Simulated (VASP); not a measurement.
A run of VASP 6.6.1:

Contents of INCAR:

```
SYSTEM = CdTe
ALGO = Normal ; EDIFF = 1E-6
ENCUT = 500 ; GGA = PE
GGA_COMPAT = .False. ; ISIF = 2
ISMEAR = 0 ; LASPH = .True.
LCHARG = .False. ; LREAL = .False.
LWAVE = .False. ; NBANDS = 26
NELM = 120 ; PREC = Accurate
SIGMA = 0.1
```

KPOINTS

```
k-points
0
Gamma
  12 12 6
  0 0 0
```

Contents of POSCAR:

```
CdTe
1.0
    4.3383258486      0.0000000000      0.0000000000
   -2.1691629243      3.7571003948      0.0000000000
    0.0000000000      0.0000000000      7.1355571336
Cd Te
2 2
Direct
    0.0000000000      0.0000000000      0.0000000000
    0.0000000000      0.0000000000      0.5000000000
    0.3333333333      0.6666666667      0.2500000000
    0.6666666667      0.3333333333      0.7500000000
```

Potentials or basis: VASP PAW PBE potentials, release 64 (Cd, Te).

Command:

```bash
$ cat potpaw_PBE.64/Cd/POTCAR potpaw_PBE.64/Te/POTCAR > POTCAR
$ mpirun -np 1 vasp_std > vasp.out
```

Hardware: 1 thread of Intel Xeon 8259CL (shared host).

Problem. Estimate the wall time of this run.

Solution. Wall time 3.7 min on 1 thread of Intel Xeon 8259CL, with other jobs on the host, peak memory 0.35 GiB. Counts: scf iterations 15, k points 76.
